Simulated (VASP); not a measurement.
A run of VASP 6.6.1:

The input POSCAR:

```
Ir
1.0
    4.8773957365      0.0000000000      0.0000000000
    0.0000000000      4.8773957365      0.0000000000
    0.0000000000      0.0000000000      4.8773957365
Ir
8
Direct
    0.5000000000      0.5000000000      0.5000000000
    0.0000000000      0.0000000000      0.0000000000
    0.2500000000      0.0000000000      0.5000000000
    0.5000000000      0.2500000000      0.0000000000
    0.5000000000      0.7500000000      0.0000000000
    0.7500000000      0.0000000000      0.5000000000
    0.0000000000      0.5000000000      0.7500000000
    0.0000000000      0.5000000000      0.2500000000
```

File INCAR.step1:

```
SYSTEM = Ir
PREC     = Accurate       ! precision mode
ENCUT    = 600            ! plane-wave cutoff, eV
ISMEAR   = 0              ! smearing method
SIGMA    = 0.1            ! smearing width, eV
LREAL    = .False.        ! projectors in reciprocal space
LASPH    = .True.         ! aspherical terms in the spheres
NELM     = 100            ! most SCF steps
GGA      = PE             ! functional
ALGO     = Normal         ! electronic algorithm
EDIFF    = 1E-4           ! SCF threshold, eV
LWAVE    = .True.         ! write WAVECAR
LCHARG   = .False.        ! write CHGCAR
```

The input INCAR.step2:

```
SYSTEM = Ir
PREC     = Accurate       ! precision mode
ENCUT    = 600            ! plane-wave cutoff, eV
EDIFF    = 1E-6           ! SCF threshold, eV
ISMEAR   = 0              ! smearing method
SIGMA    = 0.1            ! smearing width, eV
LREAL    = .False.        ! projectors in reciprocal space
LASPH    = .True.         ! aspherical terms in the spheres
NELM     = 100            ! most SCF steps
ALGO     = Normal         ! electronic algorithm
ISIF     = 3              ! what is computed and relaxed
LWAVE    = .False.        ! write WAVECAR
LCHARG   = .False.        ! write CHGCAR
METAGGA  = R2SCAN         ! meta-GGA
LMIXTAU  = .True.       
IBRION   = 2              ! ionic algorithm
NSW      = 90             ! ionic steps
EDIFFG   = -0.04          ! ionic threshold
ISTART   = 1
```

The input KPOINTS:

```
regular mesh
0
Gamma
  4 4 4
  0 0 0
```

Potentials or basis: VASP PAW PBE potentials, release 64 (Ir).

The run is started by

```sh
$ cat potpaw_PBE.64/Ir/POTCAR > POTCAR
$ cp INCAR.step1 INCAR
$ mpirun -np 1 vasp_std > vasp.out
$ cp INCAR.step2 INCAR
$ mpirun -np 1 vasp_std > vasp.out
```

Hardware: 1 thread of Intel(R) Xeon(R) Platinum 8375C CPU @ 2.90GHz (Ice Lake), on a shared host.

How long does it take, and how much memory?

Wall time 7.6 min on 1 thread of Intel(R) Xeon(R) Platinum 8375C CPU @ 2.90GHz (Ice Lake), on a shared host, peak memory 0.29 GiB. Counts: k points 10, ion steps 3.
